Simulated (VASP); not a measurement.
# C12N in VASP: further runs, part 2 of 2

VASP 6.6.1. Earlier steps stand in the parts before.

### Step 4. Single point, PBE

File INCAR:

```
SYSTEM = C12N
PREC = Accurate
ENCUT = 520
EDIFF = 1E-6
ISMEAR = 0
SIGMA = 0.1
LREAL = .FALSE.
LASPH = .TRUE.
NELM = 100
ALGO = Normal
ISIF = 2
LWAVE = .FALSE.
LCHARG = .FALSE.
LDIPOL = .TRUE.
IDIPOL = 3
DIPOL = 0.5 0.5 0.330
GGA = PE
NBANDS = 38
```

File KPOINTS:

```
regular mesh
0
G
  6 3 1
  0 0 0
```

File POSCAR:

```
C12N
1.0
    4.9326910638      0.0000000000      0.0000000000
   -1.2331727659      8.7858796652      0.0000000000
    0.0000000000      0.0000000000     20.2907138818
C N
12 1
Direct
    0.0197005045      0.0788020181      0.1971345130
    0.5197005045      0.0788020181      0.1971345130
    0.2746256306      0.0985025226      0.2311704222
    0.7746256306      0.0985025226      0.2311704222
    0.2844758829      0.1379035317      0.2992422405
    0.7844758829      0.1379035317      0.2992422405
    0.0392966979      0.1571967124      0.3324023561
    0.5392966979      0.1571967124      0.3324023561
    0.0496769462      0.1987212371      0.4035397332
    0.5496769462      0.1987212371      0.4035397332
    0.3040736101      0.2163107364      0.4332382751
    0.8040736101      0.2163107364      0.4332382751
    0.5540736101      0.2163107364      0.4958562228
```

Potentials or basis: VASP PAW PBE potentials, release 64 (C, N).

On the command line:

```bash
$ cat potpaw_PBE.64/C/POTCAR potpaw_PBE.64/N/POTCAR > POTCAR
$ mpirun -np 1 vasp_std > vasp.out
```

OUTCAR:

```text
SYSTEM = C12N
   PREC = Accurate
   ENCUT = 520
   EDIFF = 1E-6
   ISMEAR = 0
   LREAL = .FALSE.
   LASPH = .TRUE.
   NELM = 100
   ISIF = 2
   GGA = PE

 ion  position               nearest neighbor table
   1  0.020  0.079  0.197-   3 1.42   4 1.42
   2  0.520  0.079  0.197-   4 1.42   3 1.42
   3  0.275  0.099  0.231-   1 1.42   5 1.42   2 1.42
   4  0.775  0.099  0.231-   2 1.42   6 1.42   1 1.42
   5  0.284  0.138  0.299-   8 1.41   7 1.41   3 1.42
[... 637 lines left out ...]
 -----------------------------------------------------------------------------
  energy-cutoff  :      520.00
  volume of cell :      879.36
      direct lattice vectors                 reciprocal lattice vectors
     4.932691064  0.000000000  0.000000000     0.202729096  0.028454749  0.000000000
    -1.233172766  8.785879665  0.000000000     0.000000000  0.113818996  0.000000000
     0.000000000  0.000000000 20.290713882     0.000000000  0.000000000  0.049283628

 POSITION                                       TOTAL-FORCE (eV/Angst)
 -----------------------------------------------------------------------------------
     -0.00000      0.69235      4.00000         0.000029      0.453954      2.101162
      2.46635      0.69235      4.00000         0.000055      0.486619      1.895046
      1.23317      0.86543      4.69061        -0.015827     -0.786606     -3.370222
      3.69952      0.86543      4.69061         0.015809     -0.786622     -3.370246
      1.23317      1.21160      6.07184        -0.313762      0.312542      1.243578
      3.69952      1.21160      6.07184         0.312938      0.312536      1.243608
     -0.00001      1.38111      6.74468         0.000389      0.184218      0.307661
      2.46633      1.38111      6.74468         0.000423     -0.108530      0.955932
     -0.00002      1.74594      8.18811        -0.000083      0.015087      1.105337
      2.46633      1.74594      8.18811        -0.000062     -0.982553     -7.555505
      1.23315      1.90048      8.79071         4.711207      0.403153      2.706296
      3.69950      1.90048      8.79071        -4.711102      0.403151      2.706287
      2.46633      1.90048     10.06128        -0.000014      0.093052      0.031067
 -----------------------------------------------------------------------------------
    total drift:                                0.000085     -0.000366      0.000208

  FREE ENERGIE OF THE ION-ELECTRON SYSTEM (eV)
  ---------------------------------------------------
  free  energy   TOTEN  =      -103.9833457997 eV

  energy  without entropy=     -103.9374456734  energy(sigma->0) =     -103.96039574

 vacuum level on the upper side and lower side of the slab         1.412         1.584
```

OSZICAR:

```text
N       E                     dE             d eps       ncg     rms          rms(c)
DAV:   1     0.459804833874E+03    0.45980E+03   -0.17878E+04   856   0.969E+02
DAV:   2    -0.980241799301E+01   -0.46961E+03   -0.44979E+03  1192   0.222E+02
DAV:   3    -0.107974062219E+03   -0.98172E+02   -0.97323E+02   984   0.109E+02
DAV:   4    -0.111662344510E+03   -0.36883E+01   -0.36537E+01   922   0.281E+01
[... 19 lines left out ...]
DAV:  24    -0.103983329158E+03   -0.49397E-04   -0.69495E-06   786   0.540E-03    0.482E-03
DAV:  25    -0.103983339994E+03   -0.10836E-04   -0.17793E-06   716   0.285E-03    0.939E-04
DAV:  26    -0.103983343613E+03   -0.36191E-05   -0.37388E-07   654   0.164E-03    0.613E-04
DAV:  27    -0.103983345312E+03   -0.16988E-05   -0.21223E-07   650   0.112E-03    0.342E-04
DAV:  28    -0.103983345800E+03   -0.48751E-06   -0.65147E-08   554   0.636E-04
   1 F= -.10398335E+03 E0= -.10396040E+03  d E =-.459001E-01
```

It took 7.9 min on 1 thread of AMD EPYC 9R45 (Zen 5), shared host; peak memory 0.96 GiB.

Results:

```
Free energy            : -103.9833 eV
Largest force          : 7.619 eV/Å
Band gap on the k mesh : zero (an odd number of electrons rules out a gap without spin polarisation)
```

Forces in eV/Å, atoms in the order of the input:
```
C    0.000  0.454  2.101
C    0.000  0.487  1.895
C   -0.016 -0.787 -3.370
C    0.016 -0.787 -3.370
C   -0.314  0.313  1.244
C    0.313  0.313  1.244
C    0.000  0.184  0.308
C    0.000 -0.109  0.956
C    0.000  0.015  1.105
C    0.000 -0.983 -7.556
C    4.711  0.403  2.706
C   -4.711  0.403  2.706
N    0.000  0.093  0.031
```

### Step 5. Single point, PBE

File INCAR:

```
ALGO = Normal ; DIPOL = 0.5 0.5 0.321
EDIFF = 1E-6 ; ENCUT = 520
GGA = PE ; IDIPOL = 3
ISIF = 2 ; ISMEAR = 0
LASPH = True ; LCHARG = False
LDIPOL = True ; LREAL = False
LWAVE = False ; NBANDS = 38
NELM = 80 ; PREC = Accurate
SIGMA = 0.1
```

File KPOINTS:

```
k-points
0
Gamma
  6 3 1
```

POSCAR: that of step 4 with these lines changed.

```diff
@@ -20,2 +20,2 @@
     0.8040736101      0.2163107364      0.4332382751
-    0.5540736101      0.2163107364      0.4958562228
+    0.5540736101      0.7163107364      0.3775804372
```

Potentials or basis: VASP PAW PBE potentials, release 64 (C, N).

On the command line:

```bash
$ cat potpaw_PBE.64/C/POTCAR potpaw_PBE.64/N/POTCAR > POTCAR
$ mpirun -np 1 vasp_std > vasp.out
```

OUTCAR:

```text
EDIFF = 1E-6
   ENCUT = 520
   GGA = PE
   ISIF = 2
   ISMEAR = 0
   LASPH = True
   LREAL = False
   NELM = 80
   PREC = Accurate

 ion  position               nearest neighbor table
   1  0.020  0.079  0.197-   3 1.42   4 1.42
   2  0.520  0.079  0.197-   4 1.42   3 1.42
   3  0.275  0.099  0.231-   1 1.42   5 1.42   2 1.42
   4  0.775  0.099  0.231-   2 1.42   6 1.42   1 1.42
   5  0.284  0.138  0.299-   8 1.41   7 1.41   3 1.42
   6  0.784  0.138  0.299-   7 1.41   8 1.41   4 1.42
   7  0.039  0.157  0.332-   6 1.41   5 1.41   9 1.49
   8  0.539  0.157  0.332-   5 1.41   6 1.41  10 1.49
   9  0.050  0.199  0.404-  11 1.38  12 1.38   7 1.49
  10  0.550  0.199  0.404-  12 1.38  11 1.38   8 1.49
  11  0.304  0.216  0.433-   9 1.38  10 1.38
  12  0.804  0.216  0.433-  10 1.38   9 1.38
  13  0.554  0.716  0.378-

  LATTYP: Found a simple monoclinic cell.
 ALAT       =     4.9326910638
 B/A-ratio  =     4.1135180816
 C/A-ratio  =     1.7986126829
[... 612 lines left out ...]

 vacuum level on the upper side and lower side of the slab       (xc-potential included)        -0.159        -0.076

  FORCE on cell =-STRESS in cart. coord.  units (eV):
  Direction    XX          YY          ZZ          XY          YZ          ZX
  --------------------------------------------------------------------------------------
  -------------------------------------------------------------------------------------
  Total       -0.6183500     -0.3584803      1.0696162     -0.0021532      0.3471620      0.0021512
  in kB       -1.1266226     -0.6531446      1.9488215     -0.0039232      0.6325230      0.0039194
  external PRESSURE =       0.0563514 kB  Pullay stress =       0.0000000 kB

 VOLUME and BASIS-vectors are now :
 -----------------------------------------------------------------------------
  energy-cutoff  :      520.00
  volume of cell :      879.36
      direct lattice vectors                 reciprocal lattice vectors
     4.932691064  0.000000000  0.000000000     0.202729096  0.028454749  0.000000000
    -1.233172766  8.785879665  0.000000000     0.000000000  0.113818996  0.000000000
     0.000000000  0.000000000 20.290713882     0.000000000  0.000000000  0.049283628

 POSITION                                       TOTAL-FORCE (eV/Angst)
 -----------------------------------------------------------------------------------
     -0.00000      0.69235      4.00000        -0.001546      0.452968      1.814311
      2.46635      0.69235      4.00000         0.000782      0.453743      1.815725
      1.23317      0.86543      4.69061         0.000754     -0.833684     -3.304543
      3.69952      0.86543      4.69061         0.000408     -0.829768     -3.302996
      1.23317      1.21160      6.07184        -0.001623      0.386862      1.535536
      3.69952      1.21160      6.07184         0.000406      0.378275      1.532748
     -0.00001      1.38111      6.74468         0.001054     -0.012760     -0.027547
      2.46633      1.38111      6.74468         0.000443     -0.025614     -0.018256
     -0.00002      1.74594      8.18811        -0.002806      0.078140      0.242656
      2.46633      1.74594      8.18811         0.000052      0.081386      0.241329
      1.23315      1.90048      8.79071         0.006414     -0.066989     -0.255773
      3.69950      1.90048      8.79071        -0.003679     -0.080417     -0.257168
      1.84974      6.29342      7.66138        -0.000657      0.017859     -0.016021
 -----------------------------------------------------------------------------------
    total drift:                                0.000120     -0.000206      0.000349

  FREE ENERGIE OF THE ION-ELECTRON SYSTEM (eV)
  ---------------------------------------------------
  free  energy   TOTEN  =       -98.2452451892 eV

  energy  without entropy=      -98.0279363530  energy(sigma->0) =      -98.13659077

 vacuum level on the upper side and lower side of the slab         1.248         1.329
```

OSZICAR:

```text
N       E                     dE             d eps       ncg     rms          rms(c)
DAV:   1     0.448840084075E+03    0.44884E+03   -0.17805E+04   856   0.969E+02
DAV:   2    -0.184304465860E+01   -0.45068E+03   -0.42306E+03  1120   0.219E+02
DAV:   3    -0.104156738825E+03   -0.10231E+03   -0.10116E+03   962   0.110E+02
DAV:   4    -0.108478912727E+03   -0.43222E+01   -0.42565E+01   820   0.293E+01
[... 30 lines left out ...]
DAV:  35    -0.982452348561E+02    0.11162E-04   -0.31563E-06   536   0.243E-03    0.518E-02
DAV:  36    -0.982452365127E+02   -0.16566E-05   -0.79058E-06   508   0.233E-03    0.311E-03
DAV:  37    -0.982452423990E+02   -0.58863E-05   -0.20130E-07   530   0.278E-03    0.158E-03
DAV:  38    -0.982452456195E+02   -0.32205E-05   -0.12322E-06   516   0.114E-03    0.176E-02
DAV:  39    -0.982452451892E+02    0.43035E-06   -0.34008E-07   518   0.120E-03
   1 F= -.98245245E+02 E0= -.98136591E+02  d E =-.217309E+00
```

Wall time 10 min (1 thread of AMD EPYC 9R45 (Zen 5), shared host); peak memory 0.97 GiB.

Results:

| Quantity | Value |
| --- | --- |
| Free energy | -98.2452 eV |
| Largest force | 3.408 eV/Å |
| Band gap on the k mesh | zero (an odd number of electrons rules out a gap without spin polarisation) |

Forces on the atoms (eV/Å):
```
C   -0.002  0.453  1.814
C    0.001  0.454  1.816
C    0.001 -0.834 -3.305
C    0.000 -0.830 -3.303
C   -0.002  0.387  1.536
C    0.000  0.378  1.533
C    0.001 -0.013 -0.028
C    0.000 -0.026 -0.018
C   -0.003  0.078  0.243
C    0.000  0.081  0.241
C    0.006 -0.067 -0.256
C   -0.004 -0.080 -0.257
N   -0.001  0.018 -0.016
```

Levels at points of the mesh, in eV from the Fermi level:
| k point | band 24 | band 25 | band 26 | band 27 | band 28 | band 29 | band 30 | band 31 |
| --- | --- | --- | --- | --- | --- | --- | --- | --- |
| (0.00, 0.00, 0.00) | -0.29 | -0.27 | -0.02 | -0.01 | 0.07 | 0.69 | 0.69 | 1.07 |
| (0.50, 0.00, 0.00) | -0.08 | -0.03 | -0.03 | 0.00 | 0.01 | 0.07 | 0.07 | 3.15 |

### Step 6. Overview

```csv
cell,gap on the mesh (eV),largest force (eV/Å)
"as given, atomic positions A",none,4.06
"as given, atomic positions B",none,3.41
"as given, atomic positions C",none,7.62
"as given, atomic positions D",none,3.41
```

Alike in all rows: task single point; level PBE; potentials or basis VASP PAW PBE potentials, release 64 (C, N); no spin polarisation; k mesh 6 × 3 × 1; cutoff (eV) 520; smearing gaussian 0.1 eV.

Total energies depend on the potentials used, so only differences within one code and one set of settings carry meaning.
